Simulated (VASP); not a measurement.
Nb: relaxation of cell and atoms with PBE

Nb:

```
Nb
1.0
     2.73000    0.00000    0.00000
     0.00000    2.73000    0.00000
     0.00000    0.00000    2.73000
Nb
1
Direct
  0.00000 0.00000 0.00000
```

```
Program                : VASP 6.6.1
Task                   : relaxation of cell and atoms
Functional             : PBE
Potentials or basis    : VASP PAW PBE potentials, release 64 (Nb_sv)
Cutoff                 : 600 eV
k mesh                 : 7 × 7 × 7
Occupations            : methfessel-paxton, width 0.1 eV
Spin                   : no spin polarisation
Target pressure        : 40 GPa
Dipole correction      : no
Further INCAR settings : ALGO = Normal; EDIFF = 1e-06; IBRION = 2; EDIFFG = -0.03; NSW = 60; ISIF = 3
```

```
Relaxed volume                                         : 16.45 Å³/atom
Relaxed cell                                           : a = 2.543 Å, b = 2.543 Å, c = 2.543 Å, α = 90.00°, β = 90.00°, γ = 90.00°
Space group after relaxing (to 0.05 Å)                 : Pm-3m (No. 221)
Energy change on relaxing (the enthalpy is what falls) : +375.3 meV/atom
Ionic steps                                            : 5
Pressure after relaxing                                : 40.2 GPa
```

Step by step:
| step | energy change (eV) | largest force (eV/Å) | pressure (GPa) | volume (Å³) |
| --- | --- | --- | --- | --- |
| 1 | 0.0000 | 0.0000 | -1.58 | 20.35 |
| 2 | 11.2308 | 0.0000 | 633.56 | 8.42 |
| 3 | 0.1882 | 0.0000 | 25.85 | 17.36 |
| 4 | 0.2838 | 0.0000 | 33.51 | 16.85 |
| 5 | 0.3753 | 0.0000 | 40.17 | 16.45 |

Final structure:
```
Nb
1.0
     2.54316    0.00000    0.00000
     0.00000    2.54316    0.00000
     0.00000    0.00000    2.54316
Nb
1
Direct
  0.00000 0.00000 0.00000
```

Levels at points of the mesh, in eV from the Fermi level:
| k point | band 3 | band 4 | band 5 | band 6 | band 7 | band 8 | band 9 | band 10 |
| --- | --- | --- | --- | --- | --- | --- | --- | --- |
| (0.00, 0.00, 0.00) | -29.32 | -29.32 | -5.87 | -3.54 | -3.54 | 6.54 | 6.54 | 6.54 |

It took 19 s on 1 thread of Intel(R) Xeon(R) Platinum 8488C (Sapphire Rapids), on a shared host, peak memory 0.14 GiB.

Caveat: the cell is relaxed towards a set pressure, so the enthalpy falls and the energy may rise; the volume moved by over 15 % at a fixed basis, so the end points are rough.
